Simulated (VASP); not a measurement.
# ZnS (P6_3mc) in VASP: further runs

The runs below take ZnS through relaxation of cell and atoms, with revPBE, LDA, revPBE+D4, BLYP+D4.

All numbers are computed with VASP 6.6.1; they aren't measurements. Logs are shortened: lines on timing, memory, paths and dates and some standing lists are left out, and cuts for length are marked.

## (1) The cell of the first run

Symmetry: P6_3mc, No. 186, hexagonal system. The conventional cell has a = 3.812 Å, b = 3.812 Å, c = 18.690 Å, α = 90.00°, β = 90.00°, γ = 120.00°. Zn (site symmetry 3m) has 4 S at 2.33 to 2.34 Å within 3.1 Å. Zn (site symmetry 3m) has 4 S at 2.33 to 2.34 Å within 3.1 Å. Within 3.1 Å of Zn (site symmetry 3m) lie 4 S at 2.33 to 2.34 Å. S (site symmetry 3m) has 4 Zn at 2.33 to 2.34 Å within 3.1 Å. S (site symmetry 3m) has 4 Zn at 2.33 to 2.34 Å within 3.1 Å. S (site symmetry 3m) has 4 Zn at 2.33 to 2.34 Å within 3.1 Å.

## (2) Relaxation of cell and atoms, revPBE

File INCAR:

```
SYSTEM = ZnS
ALGO = Normal
EDIFF = 1E-6
EDIFFG = -0.01
ENCUT = 600
GGA = RE
IBRION = 2
ISIF = 3
ISMEAR = -1
LASPH = .True.
LCHARG = .False.
LREAL = .False.
LWAVE = .False.
NELM = 80
NSW = 60
PREC = Accurate
SIGMA = 0.05
```

File KPOINTS:

```
k-points
0
Gamma
  8 8 2
  0 0 0
```

File POSCAR:

```
ZnS
1.0
    3.8120000000      0.0000000000      0.0000000000
   -1.9060000000      3.3012888392      0.0000000000
    0.0000000000      0.0000000000     18.6899900000
Zn S
6 6
Direct
    0.3333333333      0.6666666667      0.8333300000
    0.6666666667      0.3333333333      0.3333300000
    0.6666666667      0.3333333333      0.6666700000
    0.3333333333      0.6666666667      0.1666700000
    0.0000000000      0.0000000000      0.5000000000
    0.0000000000      0.0000000000      0.0000000000
    0.3333333333      0.6666666667      0.9583300000
    0.6666666667      0.3333333333      0.4583300000
    0.6666666667      0.3333333333      0.7916700000
    0.3333333333      0.6666666667      0.2916700000
    0.0000000000      0.0000000000      0.6250000000
    0.0000000000      0.0000000000      0.1250000000
```

Potentials or basis: VASP PAW PBE potentials, release 64 (Zn, S).

Command:

```bash
$ cat potpaw_PBE.64/Zn/POTCAR potpaw_PBE.64/S/POTCAR > POTCAR
$ mpirun -np 1 vasp_std > vasp.out
```

OUTCAR:

```text
SYSTEM = ZnS
   EDIFF = 1E-6
   EDIFFG = -0.01
   ENCUT = 600
   GGA = RE
   IBRION = 2
   ISIF = 3
   ISMEAR = -1
   LASPH = .True.
   LREAL = .False.
   NELM = 80
   NSW = 60
   PREC = Accurate

 ion  position               nearest neighbor table
   1  0.333  0.667  0.833-   9 2.33   9 2.33   9 2.33   7 2.34
   2  0.667  0.333  0.333-  10 2.33  10 2.33  10 2.33   8 2.34
   3  0.667  0.333  0.667-  11 2.33  11 2.33  11 2.33   9 2.34
   4  0.333  0.667  0.167-  12 2.33  12 2.33  12 2.33  10 2.34
   5  0.000  0.000  0.500-   8 2.33   8 2.33   8 2.33  11 2.34
   6  0.000  0.000  0.000-   7 2.33   7 2.33   7 2.33  12 2.34
   7  0.333  0.667  0.958-   6 2.33   6 2.33   6 2.33   1 2.34
   8  0.667  0.333  0.458-   5 2.33   5 2.33   5 2.33   2 2.34
   9  0.667  0.333  0.792-   1 2.33   1 2.33   1 2.33   3 2.34
  10  0.333  0.667  0.292-   2 2.33   2 2.33   2 2.33   4 2.34
  11  0.000  0.000  0.625-   3 2.33   3 2.33   3 2.33   5 2.34
  12  0.000  0.000  0.125-   4 2.33   4 2.33   4 2.33   6 2.34

  LATTYP: Found a hexagonal cell.
 ALAT       =     3.8120000000
 C/A-ratio  =     4.9029354669

  Lattice vectors:

 A1 = (   3.8120000000,   0.0000000000,   0.0000000000)
 A2 = (  -1.9060000000,   3.3012888392,   0.0000000000)
 A3 = (   0.0000000000,   0.0000000000,  18.6899900000)

Analysis of symmetry for initial positions (statically):
=====================================================================
 Subroutine PRICEL returns:
 Original cell was already a primitive cell.

 Routine SETGRP: Setting up the symmetry group for a
 hexagonal supercell.

 Subroutine GETGRP returns: Found 12 space group operations
 (whereof  6 operations were pure point group operations)
 out of a pool of 24 trial point group operations.

The static configuration has the point symmetry C_3v.
 The point group associated with its full space group is C_6v.

Analysis of symmetry for dynamics (positions and initial velocities):
=====================================================================
 Subroutine PRICEL returns:
 Original cell was already a primitive cell.

 Routine SETGRP: Setting up the symmetry group for a
 hexagonal supercell.

 Subroutine GETGRP returns: Found 12 space group operations
 (whereof  6 operations were pure point group operations)
 out of a pool of 24 trial point group operations.

The dynamic configuration has the point symmetry C_3v.
 The point group associated with its full space group is C_6v.

 Subroutine INISYM returns: Found 12 space group operations
 (whereof  6 operations are pure point group operations),
 and found     1 'primitive' translations

----------------------------------------------------------------------------------------

                                     Primitive cell

  volume of cell :     235.2044

  direct lattice vectors                    reciprocal lattice vectors
     3.812000000  0.000000000  0.000000000     0.262329486  0.151455999  0.000000000
    -1.906000000  3.301288839  0.000000000     0.000000000  0.302911999  0.000000000
     0.000000000  0.000000000 18.689990000     0.000000000  0.000000000  0.053504577

  length of vectors
     3.812000000  3.812000000 18.689990000     0.302911999  0.302911999  0.053504577

  position of ions in fractional coordinates (direct lattice)
     0.333333333  0.666666667  0.833330000
     0.666666667  0.333333333  0.333330000
     0.666666667  0.333333333  0.666670000
     0.333333333  0.666666667  0.166670000
     0.000000000  0.000000000  0.500000000
     0.000000000  0.000000000  0.000000000
     0.333333333  0.666666667  0.958330000
     0.666666667  0.333333333  0.458330000
     0.666666667  0.333333333  0.791670000
     0.333333333  0.666666667  0.291670000
     0.000000000  0.000000000  0.625000000
     0.000000000  0.000000000  0.125000000

  ion indices of the primitive-cell ions
   primitive index   ion index
                 1           1
                 2           2
                 3           3
                 4           4
                 5           5
                 6           6
                 7           7
                 8           8
                 9           9
                10          10
                11          11
                12          12

----------------------------------------------------------------------------------------

 KPOINTS: k-points

Automatic generation of k-mesh.
 Grid dimensions read from file:
 generate k-points for:    8    8    2

 Generating k-lattice:

  Cartesian coordinates                     Fractional coordinates (reciprocal lattice)
     0.032791186  0.018932000  0.000000000     0.125000000  0.000000000  0.000000000
     0.000000000  0.037864000  0.000000000     0.000000000  0.125000000  0.000000000
     0.000000000  0.000000000  0.026752288     0.000000000  0.000000000  0.500000000

  Length of vectors
     0.037864000  0.037864000  0.026752288

  Shift w.r.t. Gamma in fractional coordinates (k-lattice)
     0.000000000  0.000000000  0.000000000

 Subroutine IBZKPT returns following result:
 ===========================================

 Found     20 irreducible k-points:

 Following reciprocal coordinates:
            Coordinates               Weight
  0.000000  0.000000  0.000000      1.000000
  0.125000  0.000000  0.000000      6.000000
  0.250000  0.000000  0.000000      6.000000
  0.375000  0.000000  0.000000      6.000000
  0.500000  0.000000  0.000000      3.000000
  0.125000  0.125000  0.000000      6.000000
[... 12 lines left out ...]
  0.250000  0.250000  0.500000      6.000000
  0.375000  0.250000  0.500000      6.000000
   k-points           NKPTS =     20   k-points in BZ     NKDIM =     20   number of bands    NBANDS=     64
   number of dos      NEDOS =    301   number of ions     NIONS =     12
   total plane-waves  NPLWV = 135000
   dimension x,y,z NGX =    30 NGY =   30 NGZ =  150
   dimension x,y,z NGXF=    60 NGYF=   60 NGZF=  300
   ions per type =               6   6
   NGX,Y,Z   is equivalent  to a cutoff of  13.08, 13.08, 13.34 a.u.
   NGXF,Y,Z  is equivalent  to a cutoff of  26.17, 26.17, 26.68 a.u.
 SYSTEM =  ZnS
   PREC   = accura    normal or accurate (medium, high low for compatibility)
   ISTART =      0    job   : 0-new  1-cont  2-samecut
   ICHARG =      2    charge: 1-file 2-atom 10-const
   ISPIN  =      1    spin polarized calculation?
   LNONCOLLINEAR =      F non collinear calculations
   LSORBIT =      F    spin-orbit coupling
   LASPH  =      T    aspherical Exc in radial PAW
   ENCUT  =  600.0 eV  44.10 Ry    6.64 a.u.   7.61  7.61 37.33*2*pi/ulx,y,z
   NELM   =     80;   NELMIN=  2; NELMDL= -5     # of ELM steps
   EDIFF  = 0.1E-05   stopping-criterion for ELM
   LREAL  =      F    real-space projection
   EDIFFG = -.1E-01   stopping-criterion for IOM
   NSW    =     60    number of steps for IOM
   IBRION =      2    ionic relax: 0-MD 1-quasi-New 2-CG
   NFREE  =      1    steps in history (QN), initial steepest desc. (CG)
   ISIF   =      3    stress and relaxation
   ISYM   =      2    0-nonsym 1-usesym 2-fastsym
   POTIM  = 0.5000    time-step for ionic-motion
   TEBEG  =    0.0;   TEEND  =   0.0 temperature during run
   PSTRESS=    0.0 pullay stress
   NELECT =     108.0000    total number of electrons
   NUPDOWN=      -1.0000    fix difference up-down
   EMIN   =  10.00;   EMAX   =-10.00  energy-range for DOS
   EFERMI =   0.00;   METHOD = LEGACY
   ISMEAR =    -1;   SIGMA  =   0.05  broadening in eV -4-tet -1-fermi 0-gaus
   EFERMI_NEDOS =   21; number of points for ismear=-14 and -15
   IALGO  =     38    algorithm
   IMIX   =      4    mixing-type and parameters
     AMIX     =   0.40;   BMIX     =  1.00
     AMIX_MAG =   1.60;   BMIX_MAG =  1.00
  volume/ion in A,a.u.               =      19.60       132.27
  Fermi-wavevector in a.u.,A,eV,Ry     =   1.262993  2.386711 21.703349  1.595151
  Thomas-Fermi vector in A             =   2.396373
   LORBIT       =      0    0 simple, 1 ext, 2 COOP (PROOUT), +10 PAW based schemes
   GGA     = RE    functional components
   LHFCALC =     F    Hartree Fock is set to
   AEXX    =    0.0000 exact exchange contribution
   IVDW    =     0    specifies the selected vdW correction
   LEPSILON=     F    determine dielectric tensor
   LRPA    =     F    only Hartree local field effects (RPA)
 conjugate gradient relaxation of ions
 non-spin polarized calculation
  energy-cutoff  :      600.00
  volume of cell :      235.20
 maximum number of plane-waves:      7890
   NGX = 15   NGY = 15   NGZ = 75

--------------------------------------- Ionic step        1  -------------------------------------------

 number of electron     108.0000135 magnetization

 Free energy of the ion-electron system (eV)
  ---------------------------------------------------
  ext. energy  EPLUGINS =         0.00000000
  ---------------------------------------------------
  free energy    TOTEN  =       -37.52821462 eV

  energy without entropy =      -37.52821462  energy(sigma->0) =      -37.52821462

------------------------ aborting loop because EDIFF is reached ----------------------------------------

  FORCE on cell =-STRESS in cart. coord.  units (eV):
  Direction    XX          YY          ZZ          XY          YZ          ZX
  --------------------------------------------------------------------------------------
  -------------------------------------------------------------------------------------
  Total        6.1309620      6.1309620      6.2025173      0.0000000      0.0000000      0.0000000
  in kB       41.7631959     41.7631959     42.2506199      0.0000000      0.0000000      0.0000000
  external PRESSURE =      41.9256705 kB  Pullay stress =       0.0000000 kB
[... 261 lines left out ...]
  energy  without entropy=      -37.6994247460  energy(sigma->0) =      -37.69942475

--------------------------------------- Ionic step        7  -------------------------------------------

 number of electron     107.9999967 magnetization

 Free energy of the ion-electron system (eV)
  ---------------------------------------------------
  ext. energy  EPLUGINS =         0.00000000
  ---------------------------------------------------
  free energy    TOTEN  =       -37.69946585 eV

  energy without entropy =      -37.69946585  energy(sigma->0) =      -37.69946585

 E-fermi :   2.7773     XC(G=0):  -9.2247

 val. band max:        1.7437760863   @ k =   0.0000   0.0000   0.0000
 cond. band min:       3.7881053305   @ k =   0.0000   0.0000   0.0000
 fundamental gap:      2.0443292442
 Fermi energy:         2.7772994924

 k-point     1 :       0.0000    0.0000    0.0000
  band No.  band energies     occupation
      1     -11.0555      2.00000
      2     -10.8748      2.00000
      3     -10.8681      2.00000
      4     -10.4624      2.00000
      5     -10.4553      2.00000
      6     -10.2239      2.00000
[... 1368 lines left out ...]
  FREE ENERGIE OF THE ION-ELECTRON SYSTEM (eV)
  ---------------------------------------------------
  free  energy   TOTEN  =       -37.6994658524 eV

  energy  without entropy=      -37.6994658523  energy(sigma->0) =      -37.69946585

 reached required accuracy - stopping structural energy minimisation
```

It took 30 min on 1 thread of Oxide Virtual Turin-like, shared host; peak memory 0.51 GiB.

What came out:

```
Free energy                           : -37.6995 eV
Relaxed volume                        : 20.74 Å³/atom
Relaxed cell                          : a = 3.884 Å, b = 3.884 Å, c = 19.050 Å, α = 90.00°, β = 90.00°, γ = 120.00°
Space group after relaxing (to 0.1 Å) : P6_3mc (No. 186)
Energy gained by relaxing             : 14.3 meV/atom
Ionic steps                           : 7
Pressure after relaxing               : 0.1 GPa
Largest force after relaxing          : 0.005 eV/Å
Band gap on the k mesh                : 2.04 eV
```

Forces in eV/Å, atoms in the order of the input:
```
Zn   0.000  0.000 -0.005
Zn   0.000  0.000 -0.005
Zn   0.000  0.000  0.005
Zn   0.000  0.000  0.005
Zn   0.000  0.000  0.003
Zn   0.000  0.000  0.003
S    0.000  0.000  0.003
S    0.000  0.000  0.003
S    0.000  0.000 -0.001
S    0.000  0.000 -0.001
S    0.000  0.000 -0.005
S    0.000  0.000 -0.005
```

Step by step:
| step | energy change (eV) | largest force (eV/Å) | pressure (GPa) | volume (Å³) |
| --- | --- | --- | --- | --- |
| 1 | 0.0000 | 0.0297 | 4.19 | 235.20 |
| 2 | -0.1588 | 0.0101 | -0.97 | 253.10 |
| 3 | -0.1712 | 0.0127 | -0.01 | 249.04 |
| 4 | -0.1712 | 0.0130 | 0.09 | 248.75 |
| 5 | -0.1712 | 0.0080 | 0.08 | 248.76 |
| 6 | -0.1712 | 0.0065 | 0.08 | 248.78 |
| 7 | -0.1713 | 0.0054 | 0.06 | 248.87 |

Final structure:
```
Zn S
1.0
     3.88394    0.00000    0.00000
    -1.94197    3.36359    0.00000
     0.00000    0.00000   19.05036
Zn S
6 6
Direct
  0.33333 0.66667 0.83329
  0.66667 0.33333 0.33329
  0.66667 0.33333 0.66673
  0.33333 0.66667 0.16673
  0.00000 0.00000 0.50001
  0.00000 0.00000 0.00001
  0.33333 0.66667 0.95817
  0.66667 0.33333 0.45817
  0.66667 0.33333 0.79165
  0.33333 0.66667 0.29165
  0.00000 0.00000 0.62514
  0.00000 0.00000 0.12514
```

Levels at points of the mesh, in eV from the valence-band top:
```csv
k point,band 51,band 52,band 53,band 54,band 55,band 56,band 57,band 58
"(0.00, 0.00, 0.00)",-0.22,-0.02,0.00,0.00,2.04,3.11,3.23,3.24
"(0.50, 0.00, 0.00)",-1.15,-1.14,-0.99,-0.80,3.45,3.68,3.76,3.95
"(0.00, 0.00, 0.50)",-0.06,-0.06,-0.06,-0.06,2.51,2.51,3.25,3.25
"(0.50, 0.00, 0.50)",-1.10,-1.10,-0.89,-0.89,3.45,3.45,3.94,3.94
```

Caveat: the PAW data sets were made with another functional, which shifts forces and pressure a little. revPBE gives volumes clearly too large for solids.

## (3) Relaxation of cell and atoms, LDA

File INCAR:

```
SYSTEM = ZnS
PREC = Accurate ; ENCUT = 600
EDIFF = 1E-7 ; ISMEAR = -1
SIGMA = 0.05 ; LREAL = .FALSE.
LASPH = .TRUE. ; NELM = 60
ALGO = Normal ; ISIF = 3
LWAVE = .FALSE. ; LCHARG = .FALSE.
GGA = CA ; IBRION = 2
NSW = 60 ; EDIFFG = -0.01
```

File KPOINTS:

```
Automatic mesh
0
G
  8 8 2
  0 0 0
```

POSCAR is that of step 2.

Potentials or basis: VASP PAW LDA potentials, release 64 (Zn, S).

Command:

```bash
$ cat potpaw_LDA.64/Zn/POTCAR potpaw_LDA.64/S/POTCAR > POTCAR
$ mpirun -np 1 vasp_std > vasp.out
```

Wall time 56 min (1 thread of Oxide Virtual Turin-like, shared host); peak memory 0.42 GiB.

Results (log left out):

```
Free energy                           : -49.2397 eV
Relaxed volume                        : 18.63 Å³/atom
Relaxed cell                          : a = 3.747 Å, b = 3.747 Å, c = 18.389 Å, α = 90.00°, β = 90.00°, γ = 120.00°
Space group after relaxing (to 0.1 Å) : P6_3mc (No. 186)
Energy gained by relaxing             : 12.4 meV/atom
Ionic steps                           : 7
Pressure after relaxing               : 0.0 GPa
Largest force after relaxing          : 0.008 eV/Å
Band gap on the k mesh                : 2.17 eV
```

Forces in eV/Å, atoms in the order of the input:
```
Zn   0.000  0.000 -0.005
Zn   0.000  0.000 -0.005
Zn   0.000  0.000  0.008
Zn   0.000  0.000  0.008
Zn   0.000  0.000  0.004
Zn   0.000  0.000  0.004
S    0.000  0.000 -0.005
S    0.000  0.000 -0.005
S    0.000  0.000  0.001
S    0.000  0.000  0.001
S    0.000  0.000 -0.003
S    0.000  0.000 -0.003
```

Step by step:
| step | energy change (eV) | largest force (eV/Å) | pressure (GPa) | volume (Å³) |
| --- | --- | --- | --- | --- |
| 1 | 0.0000 | 0.0276 | -3.93 | 235.20 |
| 2 | -0.1243 | 0.0253 | 1.77 | 219.21 |
| 3 | -0.1482 | 0.0261 | 0.00 | 223.60 |
| 4 | -0.1482 | 0.0260 | 0.07 | 223.37 |
| 5 | -0.1483 | 0.0154 | -0.02 | 223.63 |
| 6 | -0.1483 | 0.0139 | -0.05 | 223.69 |
| 7 | -0.1484 | 0.0075 | -0.01 | 223.62 |

Final structure:
```
Zn S
1.0
     3.74718    0.00000    0.00000
    -1.87359    3.24515    0.00000
     0.00000    0.00000   18.38928
Zn S
6 6
Direct
  0.33333 0.66667 0.83332
  0.66667 0.33333 0.33332
  0.66667 0.33333 0.66681
  0.33333 0.66667 0.16681
  0.00000 0.00000 0.50000
  0.00000 0.00000 0.00000
  0.33333 0.66667 0.95814
  0.66667 0.33333 0.45814
  0.66667 0.33333 0.79162
  0.33333 0.66667 0.29162
  0.00000 0.00000 0.62510
  0.00000 0.00000 0.12510
```

Levels at points of the mesh, in eV from the valence-band top:
| k point | band 50 | band 51 | band 52 | band 53 | band 54 | band 55 | band 56 | band 57 | band 58 | band 59 |
| --- | --- | --- | --- | --- | --- | --- | --- | --- | --- | --- |
| (0.00, 0.00, 0.00) | -0.27 | -0.27 | -0.03 | 0.00 | 0.00 | 2.17 | 3.14 | 3.25 | 3.26 | 3.39 |
| (0.50, 0.00, 0.00) | -1.65 | -1.40 | -1.39 | -1.22 | -0.97 | 3.24 | 3.32 | 3.41 | 3.71 | 3.82 |
| (0.00, 0.00, 0.50) | -0.52 | -0.08 | -0.08 | -0.08 | -0.08 | 2.67 | 2.67 | 3.19 | 3.19 | 3.49 |
| (0.50, 0.00, 0.50) | -1.78 | -1.35 | -1.35 | -1.09 | -1.09 | 3.14 | 3.14 | 3.66 | 3.66 | 3.96 |

(Continued in part 2 of 2.)
